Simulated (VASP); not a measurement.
# CS2 (P4/mmm) in VASP: further runs, part 2 of 2

VASP 6.6.1.

## (4) Relaxation of cell and atoms, PBE+D3(BJ)

File INCAR:

```
SYSTEM = CS2
PREC = Accurate
ENCUT = 600
EDIFF = 1E-6
ISMEAR = 0
SIGMA = 0.1
LREAL = .False.
LASPH = .True.
NELM = 60
ALGO = Normal
ISIF = 3
LWAVE = .False.
LCHARG = .False.
GGA = PE
IVDW = 12
IBRION = 2
NSW = 100
EDIFFG = -0.01
```

File KPOINTS:

```
regular mesh
0
Gamma
  12 12 20
  0 0 0
```

File POSCAR:

```
CS2
1.0
    4.1836237640      0.0000000000      0.0000000000
    0.0000000000      4.1836237640      0.0000000000
    0.0000000000      0.0000000000      2.2246552262
C S
1 2
Direct
    0.0000000000      0.0000000000      0.0000000000
    0.0000000000      0.5000000000      0.0000000000
    0.5000000000      0.0000000000      0.0000000000
```

Potentials or basis: VASP PAW PBE potentials, release 64 (C, S).

Run with:

```console
> cat potpaw_PBE.64/C/POTCAR potpaw_PBE.64/S/POTCAR > POTCAR
> mpirun -np 1 vasp_std > vasp.out
```

OUTCAR:

```text
SYSTEM = CS2
   PREC = Accurate
   ENCUT = 600
   EDIFF = 1E-6
   ISMEAR = 0
   LREAL = .False.
   LASPH = .True.
   NELM = 60
   ISIF = 3
   GGA = PE
   IVDW = 12
   IBRION = 2
   NSW = 100
   EDIFFG = -0.01
 IVDW          = 12

 ion  position               nearest neighbor table
   1  0.000  0.000  0.000-   2 2.09   3 2.09   2 2.09   3 2.09
   2  0.000  0.500  0.000-   1 2.09   1 2.09
   3  0.500  0.000  0.000-   1 2.09   1 2.09

  LATTYP: Found a simple tetragonal cell.
 ALAT       =     4.1836237640
 C/A-ratio  =     0.5317531766

  Lattice vectors:

 A1 = (   4.1836237640,   0.0000000000,   0.0000000000)
 A2 = (   0.0000000000,   4.1836237640,   0.0000000000)
 A3 = (   0.0000000000,   0.0000000000,   2.2246552262)

Analysis of symmetry for initial positions (statically):
=====================================================================
 Subroutine PRICEL returns:
 Original cell was already a primitive cell.

 Routine SETGRP: Setting up the symmetry group for a
 simple tetragonal supercell.

 Subroutine GETGRP returns: Found 16 space group operations
 (whereof 16 operations were pure point group operations)
 out of a pool of 16 trial point group operations.

The static configuration has the point symmetry D_4h.

Analysis of symmetry for dynamics (positions and initial velocities):
=====================================================================
 Subroutine PRICEL returns:
 Original cell was already a primitive cell.

 Routine SETGRP: Setting up the symmetry group for a
 simple tetragonal supercell.

 Subroutine GETGRP returns: Found 16 space group operations
 (whereof 16 operations were pure point group operations)
 out of a pool of 16 trial point group operations.

The dynamic configuration has the point symmetry D_4h.

 Subroutine INISYM returns: Found 16 space group operations
 (whereof 16 operations are pure point group operations),
 and found     1 'primitive' translations

----------------------------------------------------------------------------------------

                                     Primitive cell

  volume of cell :      38.9375
[... 107 lines left out ...]
   EFERMI_NEDOS =   21; number of points for ismear=-14 and -15
   IALGO  =     38    algorithm
   IMIX   =      4    mixing-type and parameters
     AMIX     =   0.40;   BMIX     =  1.00
     AMIX_MAG =   1.60;   BMIX_MAG =  1.00
  volume/ion in A,a.u.               =      12.98        87.59
  Fermi-wavevector in a.u.,A,eV,Ry     =   1.217098  2.299981 20.154681  1.481327
  Thomas-Fermi vector in A             =   2.352430
   LORBIT       =      0    0 simple, 1 ext, 2 COOP (PROOUT), +10 PAW based schemes
   GGA     = PE    functional components
   LHFCALC =     F    Hartree Fock is set to
   AEXX    =    0.0000 exact exchange contribution
   IVDW    =    12    specifies the selected vdW correction
   LEPSILON=     F    determine dielectric tensor
   LRPA    =     F    only Hartree local field effects (RPA)
 conjugate gradient relaxation of ions
 non-spin polarized calculation
 Gauss-broadening in eV      SIGMA  =   0.10
  energy-cutoff  :      600.00
  volume of cell :       38.94
 maximum number of plane-waves:      1333
 NGX is ok and might be reduce to    36
   NGX = 17   NGY = 17   NGZ =  9

--------------------------------------- Ionic step        1  -------------------------------------------

 number of electron      16.0000004 magnetization

 Free energy of the ion-electron system (eV)
  ---------------------------------------------------
  ext. energy  EPLUGINS =         0.00000000
  ---------------------------------------------------
  free energy    TOTEN  =       -12.63306419 eV

  energy without entropy =      -12.62780196  energy(sigma->0) =      -12.63043307

------------------------ aborting loop because EDIFF is reached ----------------------------------------

 Edisp (eV)   -0.91377

 E8    (eV) :    -0.3179
[... 114 lines left out ...]
--------------------------------------- Ionic step        4  -------------------------------------------

 number of electron      16.0000004 magnetization

 Free energy of the ion-electron system (eV)
  ---------------------------------------------------
  ext. energy  EPLUGINS =         0.00000000
  ---------------------------------------------------
  free energy    TOTEN  =       -12.63231677 eV

  energy without entropy =      -12.62735745  energy(sigma->0) =      -12.62983711

 E-fermi :   7.5424     XC(G=0): -11.1251

 val. band max:        7.5339528080   @ k =   0.5000   0.2500   0.3000
 cond. band min:       7.5436203363   @ k =   0.3333   0.2500   0.4500
 fundamental gap:      0.0096675283
 Fermi energy:         7.5423807445

 k-point     1 :       0.0000    0.0000    0.0000
  band No.  band energies     occupation
      1     -10.8535      2.00000
      2      -7.0964      2.00000
      3      -1.2163      2.00000
      4      -1.2072      2.00000
      5      -1.2072      2.00000
      6       4.9471      2.00000
      7       4.9471      2.00000
      8      11.7182      0.00000
      9      11.8938      0.00000
     10      12.5923      0.00000
     11      14.9780      0.00000
     12      14.9780      0.00000
[... 331 lines left out ...]
 k-point    24 :       0.4167    0.3333    0.0000
  band No.  band energies     occupation
      1      -9.2844      2.00000
      2      -8.5874      2.00000
      3      -5.8434      2.00000
      4       0.8241      2.00000
      5       3.2913      2.00000
      6       5.3864      2.00000
      7       6.4472      2.00000
      8       8.4649      0.00000
      9      10.6065      0.00000
     10      12.4574      0.00000
     11      14.7206      0.00000
     12      14.9634      0.00000

 [... further k-points ...]

------------------------ aborting loop because EDIFF is reached ----------------------------------------

 Edisp (eV)   -0.91658

 E8    (eV) :    -0.3189
[... 26 lines left out ...]
  FREE ENERGIE OF THE ION-ELECTRON SYSTEM (eV)
  ---------------------------------------------------
  free  energy   TOTEN  =       -13.5488929206 eV

  energy  without entropy=      -13.5439336023  energy(sigma->0) =      -13.54641326

 reached required accuracy - stopping structural energy minimisation
```

OSZICAR:

```text
N       E                     dE             d eps       ncg     rms          rms(c)
DAV:   1     0.678301965135E+02    0.67830E+02   -0.83138E+03  7392   0.137E+03
DAV:   2    -0.846570011400E+01   -0.76296E+02   -0.70572E+02 10164   0.199E+02
DAV:   3    -0.127244145622E+02   -0.42587E+01   -0.41083E+01  9620   0.500E+01
[... 29 lines left out ...]
DAV:   2    -0.126324399079E+02    0.36825E-03   -0.71605E-04  8568   0.218E-01    0.885E-02
DAV:   3    -0.126323239465E+02    0.11596E-03   -0.25458E-04  8440   0.107E-01    0.591E-02
DAV:   4    -0.126323140887E+02    0.98578E-05   -0.34659E-05  8764   0.414E-02    0.292E-02
DAV:   5    -0.126323160080E+02   -0.19193E-05   -0.17072E-06  6360   0.109E-02    0.733E-03
DAV:   6    -0.126323167681E+02   -0.76008E-06   -0.31411E-07  4184   0.468E-03
   4 F= -.13548893E+02 E0= -.13546413E+02  d E =-.128603E-03
```

CONTCAR:

```text
CS2
   1.00000000000000
     4.1662795090510478    0.0000000000000000    0.0000000000000000
     0.0000000000000000    4.1662795090510478   -0.0000000000000000
     0.0000000000000000    0.0000000000000000    2.2367462920670635
  C               S
     1     2
Direct
     0.0000000000000000    0.0000000000000000    0.0000000000000000
     0.0000000000000000    0.5000000000000000    0.0000000000000000
     0.5000000000000000    0.0000000000000000    0.0000000000000000

  0.00000000E+00  0.00000000E+00  0.00000000E+00
  0.00000000E+00  0.00000000E+00  0.00000000E+00
  0.00000000E+00  0.00000000E+00  0.00000000E+00
```

Wall time 5.8 min (1 thread of Intel Xeon 8259CL, shared host); peak memory 0.3 GiB.

Results:

- Free energy: -13.5489 eV
- Relaxed volume: 12.94 Å³/atom
- Relaxed cell: a = 4.166 Å, b = 4.166 Å, c = 2.237 Å, α = 90.00°, β = 90.00°, γ = 90.00°
- Space group after relaxing (to 0.1 Å): P4/mmm (No. 123)
- Energy gained by relaxing: 0.7 meV/atom
- Ionic steps: 4
- Pressure after relaxing: 0.0 GPa
- Band gap on the k mesh: zero (bands 8 and 9 overlap by 5.48 eV)
- Dispersion energy per atom: -0.306 eV

The path:
```tsv
step	energy change (eV)	largest force (eV/Å)	pressure (GPa)	volume (Å³)
1	0.0000	0.0000	0.08	38.94
2	-0.0019	0.0000	-0.39	38.97
3	-0.0019	0.0000	-0.32	38.97
4	-0.0021	0.0000	0.03	38.83
```

Final structure:
```
C S
1.0
     4.16628    0.00000    0.00000
     0.00000    4.16628    0.00000
     0.00000    0.00000    2.23675
C S
1 2
Direct
  0.00000 0.00000 0.00000
  0.00000 0.50000 0.00000
  0.50000 0.00000 0.00000
```

## (5) Overview

| task | cell | k mesh | cutoff (eV) | gap on the mesh (eV) | pressure (GPa) | relaxed volume (Å³/atom) |
| --- | --- | --- | --- | --- | --- | --- |
| single point | a = 4.184, b = 4.184, c = 2.225 Å, 3 atoms | 12 × 12 × 14 | 520 | none | -0.3 | - |
| relaxation of cell and atoms | relaxed from a = 3.815, b = 3.815, c = 3.200 Å, 3 atoms | 12 × 12 × 14 | 600 | none | 0.0 | 12.94 |
| relaxation of cell and atoms | relaxed from a = 4.184, b = 4.184, c = 2.225 Å, 3 atoms | 12 × 12 × 20 | 600 | none | 0.0 | 12.94 |

Alike in all rows: level PBE+D3(BJ); potentials or basis VASP PAW PBE potentials, release 64 (C, S); no spin polarisation; smearing gaussian 0.1 eV.

Caveats: the volume moved by over 15 % at a fixed basis, so the end points are rough (at least some runs).

Total energies depend on the potentials used, so only differences within one code and one set of settings carry meaning.
